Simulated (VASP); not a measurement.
Write the native input for VASP 6.6.1 that does the following.

| Quantity | Value |
| --- | --- |
| Task | single point |
| Functional | PBE |
| Potentials or basis | VASP PAW PBE potentials, release 64 (Al, N) |
| Cutoff | 520 eV |
| k mesh | 2 × 2 × 2, shifted |
| Occupations | fermi-dirac, width 0.1551 eV |
| Spin | no spin polarisation |
| Dipole correction | no |
| Further INCAR settings | LREAL = Auto; ALGO = Normal; EDIFF = 1e-06; NBANDS = 46 |

The structure of AlN lies in POSCAR:

```
AlN
1.0
    1.5860088422      2.7470478959     -5.0756326300
    1.5860088422      2.7470478959      5.0756326300
    3.1720176843     -5.4940957918      0.0000000000
Al N
8 8
Direct
    0.1842238628      0.1829954445      0.3040143617
    0.2239154090      0.1484109295      0.7786129778
    0.7130002482      0.6801785269      0.2816876300
    0.7308680375      0.7404083261      0.8166447781
    0.1386179388      0.5577518980      0.6083270881
    0.1181935250      0.5696075983      0.0916430379
    0.6353091730      0.0616498457      0.5866744826
    0.6155754037      0.0947563861      0.1009995947
    1.0084998749      0.3553213961      0.2871091828
    1.0334087490      0.3542735059      0.7919195047
    0.4736286603      0.8519322414      0.2649271766
    0.4877306620      0.8406076590      0.7642500511
    0.9327097788      0.8009553653      0.6113073586
    0.9488136009      0.7876329048      0.1045818532
    0.4625791588      0.3174772467      0.6223583346
    0.4696489458      0.3055505840      0.1156354497
```

This cell differs from its parent crystal: dynamics (nvt langevin) at 1800 K, volume x 1.06, from the last frame before.

One way to write it, as run:

INCAR

```
SYSTEM = AlN
PREC = Accurate
ENCUT = 520
EDIFF = 1E-6
ISMEAR = -1
SIGMA = 0.1551
LREAL = Auto
LASPH = .TRUE.
NELM = 100
ALGO = Normal
ISIF = 2
LWAVE = .FALSE.
LCHARG = .FALSE.
GGA = PE
NBANDS = 46
```

KPOINTS

```
Automatic mesh
0
Gamma
  2 2 2
  0.5 0.5 0.5
```

Potentials or basis: VASP PAW PBE potentials, release 64 (Al, N).

The run is started by

```console
$ cat potpaw_PBE.64/Al/POTCAR potpaw_PBE.64/N/POTCAR > POTCAR
$ mpirun -np 1 vasp_std > vasp.out
```

Results of the run:

```yaml
Pressure: -1.2 GPa
Largest_force: 5.059 eV/Å
Band_gap_on_the_k_mesh: 4.24 eV, direct
```

Caveat: the k points lie up to 0.65 Å⁻¹ apart; forces of over 1 eV/Å act on the atoms, so gaps and moduli don't describe the material at rest.

It took 30 s on 1 thread of Intel(R) Xeon(R) 6975P-C (Granite Rapids) (shared host), peak memory 0.3 GiB.
